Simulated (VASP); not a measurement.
Set up this calculation in VASP 6.6.1, as the native input.

```
Task                   : single point
Functional             : PBEsol
Potentials or basis    : VASP PAW PBE potentials, release 64 (Cu)
Cutoff                 : 520 eV
k mesh                 : 11 × 11 × 11
Occupations            : fermi-dirac, width 0.05 eV
Spin                   : no spin polarisation
Dipole correction      : no
Further INCAR settings : ALGO = Normal; EDIFF = 1e-06; NBANDS = 18
```

The structure of Cu lies in POSCAR:

```
Cu
1.0
    1.1897047173     -3.8801371188      0.0000000000
    1.1897047173      3.8801371188      0.0000000000
    0.0000000000      0.0000000000      2.4285623657
Cu
2
Direct
    0.8667005623      0.1332994377      0.7500000000
    0.1332994377      0.8667005623      0.2500000000
```

One way to write it, as run:

INCAR

```
SYSTEM = Cu
  ALGO = Normal
  EDIFF = 1E-6
  ENCUT = 520
  GGA = PS
  ISIF = 2
  ISMEAR = -1
  LASPH = .True.
  LCHARG = .False.
  LREAL = .False.
  LWAVE = .False.
  NBANDS = 18
  NELM = 60
  PREC = Accurate
  SIGMA = 0.05
```

KPOINTS

```
k-points
0
Gamma
  11 11 11
  0 0 0
```

Potentials or basis: VASP PAW PBE potentials, release 64 (Cu).

Launch:

```sh
$ cat potpaw_PBE.64/Cu/POTCAR > POTCAR
$ mpirun -np 1 vasp_std > vasp.out
```

Results of the run:

The pressure is 10.7 GPa and the largest force is 0.006 eV/Å. The band gap on the k mesh is zero (bands 11 and 12 overlap by 5.59 eV).

Caveat: the cell stands under pressure; the PAW data sets were made with another functional, which shifts forces and pressure a little.

Run time: 36 s on 1 thread of Intel(R) Xeon(R) 6975P-C (Granite Rapids), with other jobs on the host, peak memory 0.19 GiB.
